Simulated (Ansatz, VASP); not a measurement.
Ni: VASP beside Ansatz

Contents of INCAR:

```
ALGO = Normal
EDIFF = 1E-6
ENCUT = 590
GGA = PS
GGA_COMPAT = F
ISIF = 2
ISMEAR = 0
ISPIN = 2
LASPH = T
LCHARG = T
LELF = T
LMAXMIX = 4
LORBIT = 11
LREAL = F
LVHAR = T
LWAVE = F
MAGMOM = 2 2 2 2
NBANDS = 48
NELM = 200
PREC = Accurate
SIGMA = 0.1
```

The input KPOINTS:

```
k-points
0
Gamma
  6 6 4
```

POSCAR

```
Ni
1.0
    3.1134122001      0.0000000000      0.0000000000
   -1.5567061001      2.6962940578      0.0000000000
    0.0000000000      0.0000000000      5.1371301302
Ni
4
Direct
    0.3333333333      0.6666666667      0.4375000000
    0.6666666667      0.3333333333      0.9375000000
    0.6666666667      0.3333333333      0.5625000000
    0.3333333333      0.6666666667      0.0625000000
```

Input for Ansatz:

```yaml
crystal:
  lattice:
    - [3.1134122001, 0.0, 0.0]
    - [-1.5567061001, 2.6962940578, 0.0]
    - [0.0, 0.0, 5.1371301302]
  atoms:
    - { symbol: Ni, position: [0.3333333333, 0.6666666667, 0.4375], spin: 2.0 }
    - { symbol: Ni, position: [0.6666666667, 0.3333333333, 0.9375], spin: 2.0 }
    - { symbol: Ni, position: [0.6666666667, 0.3333333333, 0.5625], spin: 2.0 }
    - { symbol: Ni, position: [0.3333333333, 0.6666666667, 0.0625], spin: 2.0 }
basis:
  ecutwfc: 420
kpoints:
  mp_grid: { grid: [6, 6, 4] }
hamiltonian:
  xc: pbesol
scf:
  occupations: { method: gaussian, width: 0.1 }
  lower_state_search: "off"
output:
  forces: true
  stress: true
  eigenvalues: true
  populations: true
magnetization:
  spin_polarized: true
```

Alike in both runs: task single point; functional PBEsol; k mesh 6 × 6 × 4; occupations gaussian, width 0.1 eV; collinear spin.

|  | VASP | Ansatz |
| --- | --- | --- |
| version | VASP 6.6.1 | Ansatz 0.2.0 |
| potentials or method | VASP PAW PBE potentials, release 64 (Ni_sv_GW), cutoff 590 eV | scalar-relativistic, plane waves, PAW |
| valence electrons in the cell | 72 | 72 |

```tsv
	VASP	Ansatz	Ansatz less VASP
gap on the k mesh at the Fermi level (eV)	none	none	-
rms of the force components (eV/Å)	0.136	0.132	-0.0041
net moment per atom (μB)	0.76	0.76	0.000
size of the moment on the site where the two differ most (μB)	0.77	0.76	-0.008
```

VASP's potentials were made for PBE, not for PBEsol. Site moments also hang on the region over which each program counts them. Atom by atom the forces differ by 0.004 eV/Å (rms over components). A gap of «none» marks a metal or a gap that the smearing closes.

The k mesh is coarse, so the values compare programs but aren't converged.
